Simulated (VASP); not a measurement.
## GaAs: relaxation of cell and atoms with LDA

GaAs:

```xyz
2
Lattice="0.0000 2.8016 2.8016 2.8016 0.0000 2.8016 2.8016 2.8016 0.0000" Properties=species:S:1:pos:R:3 pbc="T T T"
Ga    0.0000    0.0000    0.0000
As    4.2024    4.2024    4.2024
```

```json
{
  "Program": "VASP 6.6.1",
  "Task": "relaxation of cell and atoms",
  "Functional": "LDA",
  "Potentials or basis": "VASP PAW LDA potentials, release 64 (Ga_d, As)",
  "Cutoff": "600 eV",
  "k mesh": "12 × 12 × 12",
  "Occupations": "gaussian, width 0.01 eV",
  "Spin": "no spin polarisation",
  "Dipole correction": "no",
  "Further INCAR settings": "ALGO = Normal; EDIFF = 1e-07; IBRION = 2; EDIFFG = -0.001; NSW = 80; ISIF = 3"
}
```

| Item | Value |
| --- | --- |
| Relaxed volume | 22.08 Å³/atom |
| Relaxed cell | a = 3.968 Å, b = 3.968 Å, c = 3.968 Å, α = 60.00°, β = 60.00°, γ = 60.00° |
| Space group after relaxing (to 0.1 Å) | F-43m (No. 216) |
| Energy gained by relaxing | 0.1 meV/atom |
| Ionic steps | 6 |
| Pressure after relaxing | 0.0 GPa |
| Band gap on the k mesh | 0.50 eV |

Step by step:
| step | energy change (eV) | largest force (eV/Å) | pressure (GPa) | volume (Å³) |
| --- | --- | --- | --- | --- |
| 1 | 0.0000 | 0.0000 | 0.31 | 43.98 |
| 2 | -0.0001 | 0.0000 | -0.15 | 44.25 |
| 3 | -0.0002 | 0.0000 | 0.02 | 44.16 |
| 4 | -0.0002 | 0.0000 | -0.03 | 44.17 |
| 5 | -0.0002 | 0.0000 | 0.01 | 44.16 |
| 6 | -0.0002 | 0.0000 | 0.00 | 44.16 |

Final structure:
```
CELL_PARAMETERS angstrom
0.00000 2.80552 2.80552
2.80552 0.00000 2.80552
2.80552 2.80552 0.00000
ATOMIC_POSITIONS crystal
Ga 0.00000 0.00000 0.00000
As 0.75000 0.75000 0.75000
```

Levels at points of the mesh, in eV from the valence-band top:
```tsv
k point	band 6	band 7	band 8	band 9	band 10	band 11	band 12	band 13
(0.00, 0.00, 0.00)	-12.93	0.00	0.00	0.00	0.50	3.68	3.68	3.68
(0.50, 0.00, 0.00)	-11.09	-6.82	-1.18	-1.18	0.93	4.59	4.59	7.59
(0.50, 0.50, 0.00)	-10.32	-6.98	-2.77	-2.77	1.30	1.54	10.22	10.22
```

Run time: 70 s on 1 thread of Intel(R) Xeon(R) Platinum 8488C (Sapphire Rapids), with other jobs on the host, peak memory 0.2 GiB.

A k mesh can miss the band edges.
